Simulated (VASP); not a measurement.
Wanted: the native input for a VASP 6.6.1 run.

```
Task                   : single point
Functional             : PBE
Potentials or basis    : VASP PAW PBE potentials, release 64 (Ti_sv, C)
Cutoff                 : 520 eV
k mesh                 : 16 × 16 × 16
Occupations            : gaussian, width 0.1 eV
Spin                   : no spin polarisation
Dipole correction      : no
Further INCAR settings : ALGO = Normal; EDIFF = 1e-06; NBANDS = 15
```

The structure of TiC lies in POSCAR:

```
TiC
1.0
    0.0000000000      2.2089001651      2.2089001651
    2.2089001651      0.0000000000      2.2089001651
    2.2089001651      2.2089001651      0.0000000000
Ti C
1 1
Direct
    0.0000000000      0.0000000000      0.0000000000
    0.5000000000      0.5000000000      0.5000000000
```

This cell differs from its parent crystal: volume scaled by 1.06.

The input as run:

INCAR

```
PREC     = Accurate       # precision mode
ENCUT    = 520            # plane-wave cutoff, eV
EDIFF    = 1E-6           # SCF threshold, eV
ISMEAR   = 0              # smearing method
SIGMA    = 0.1            # smearing width, eV
LREAL    = False          # projectors in reciprocal space
LASPH    = True           # aspherical terms in the spheres
NELM     = 100            # most SCF steps
ALGO     = Normal         # electronic algorithm
ISIF     = 2              # what is computed and relaxed
LWAVE    = False          # write WAVECAR
LCHARG   = False          # write CHGCAR
GGA      = PE             # functional
NBANDS   = 15             # bands
```

KPOINTS

```
Automatic mesh
0
Gamma
  16 16 16
```

Potentials or basis: VASP PAW PBE potentials, release 64 (Ti_sv, C).

Run with:

```sh
$ cat potpaw_PBE.64/Ti_sv/POTCAR potpaw_PBE.64/C/POTCAR > POTCAR
$ mpirun -np 1 vasp_std > vasp.out
```

Results of the run:

* Pressure: -12.7 GPa
* Band gap on the k mesh: zero (band 8 reaches 9.40 eV, above the bottom of band 9 at 8.34 eV)

It took 31 s on 1 thread of Intel(R) Xeon(R) Platinum 8488C (Sapphire Rapids), on a shared host, peak memory 0.17 GiB.
